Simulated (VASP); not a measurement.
A run of VASP 6.6.1 is set up as follows.

INCAR

```
SYSTEM = MoS2
  PREC = Accurate
  ENCUT = 520
  EDIFF = 1E-6
  ISMEAR = 0
  SIGMA = 0.05
  LREAL = .FALSE.
  LASPH = .TRUE.
  NELM = 100
  ALGO = Normal
  ISIF = 2
  LWAVE = .FALSE.
  LCHARG = .FALSE.
  LDIPOL = .TRUE.
  IDIPOL = 3
  DIPOL = 0.5 0.5 0.500
  GGA = PE
  IVDW = 12
  NBANDS = 20
```

KPOINTS

```
regular mesh
0
G
  30 30 1
  0 0 0
```

The input POSCAR:

```
MoS2
1.0
    3.1546275777      0.0000000000      0.0000000000
   -1.5773137888      2.7319876217      0.0000000000
    0.0000000000      0.0000000000     20.1354073823
S Mo
2 1
Direct
    0.6666666667      0.3333333333      0.4221419432
    0.6666666667      0.3333333333      0.5778580568
    0.3333333333      0.6666666667      0.4999977910
```

Potentials or basis: VASP PAW PBE potentials, release 64 (S, Mo_sv).

Launch:

```console
$ cat potpaw_PBE.64/S/POTCAR potpaw_PBE.64/Mo_sv/POTCAR > POTCAR
$ mpirun -np 1 vasp_std > vasp.out
```

Question: Predict the largest force.

Answer: 0.021 eV/Å.

Question: Predict the band gap on the k mesh.

Answer: 1.78 eV.

Question: Predict the dispersion energy per atom.

Answer: -0.319 eV.

Forces on the atoms (eV/Å):
```
S    0.000  0.000  0.021
S    0.000  0.000 -0.021
Mo   0.000  0.000  0.000
```
